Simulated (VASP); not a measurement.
Write the native input for VASP 6.6.1 that does the following.

```
Task                   : electric field gradients
Functional             : PBE
Potentials or basis    : VASP PAW PBE potentials, release 64 (Zn, S)
Cutoff                 : 520 eV
k mesh                 : 8 × 8 × 5
Occupations            : fermi-dirac, width 0.03 eV
Spin                   : no spin polarisation
Dipole correction      : no
Further INCAR settings : ALGO = Normal; EDIFF = 1e-08; NBANDS = 26
```

The structure of ZnS lies in POSCAR:

```
ZnS
1.0
    3.8109987816     -0.0190549939     -0.0190549939
   -1.9220014996      3.3099492556     -0.0069746118
   -0.0311700000     -0.0311700000      6.2340000000
Zn S
2 2
Direct
    0.3333333333      0.6666666667      0.0000000000
    0.6666666667      0.3333333333      0.5000000000
    0.3333333333      0.6666666667      0.3850000000
    0.6666666667      0.3333333333      0.8850000000
```

This cell differs from its parent crystal: equal xy, yz and zx shear strains of -1 %.

One way to write it, as run:

INCAR

```
PREC = Accurate
ENCUT = 520
EDIFF = 1E-8
ISMEAR = -1
SIGMA = 0.03
LREAL = F
LASPH = T
NELM = 80
ALGO = Normal
ISIF = 2
LWAVE = F
LCHARG = F
GGA = PE
LEFG = T
NBANDS = 26
```

KPOINTS

```
Automatic mesh
0
Gamma
  8 8 5
```

Potentials or basis: VASP PAW PBE potentials, release 64 (Zn, S).

Launch:

```bash
$ cat potpaw_PBE.64/Zn/POTCAR potpaw_PBE.64/S/POTCAR > POTCAR
$ mpirun -np 1 vasp_std > vasp.out
```

Results of the run:

| Property | Result |
| --- | --- |
| Pressure | 2.5 GPa |
| Largest force | 0.348 eV/Å |
| Band gap on the k mesh | 2.22 eV, direct |

Caveat: the cell differs from its parent crystal (equal xy, yz and zx shear strains of -1 %); without QUAD_EFG the Cq values of the log hold for a quadrupole moment of 1 mb, not for the nuclei.

Wall time 3.9 min on 1 thread of Intel(R) Xeon(R) Platinum 8259CL CPU @ 2.50GHz (Skylake/Cascade Lake), on a shared host, peak memory 0.38 GiB.
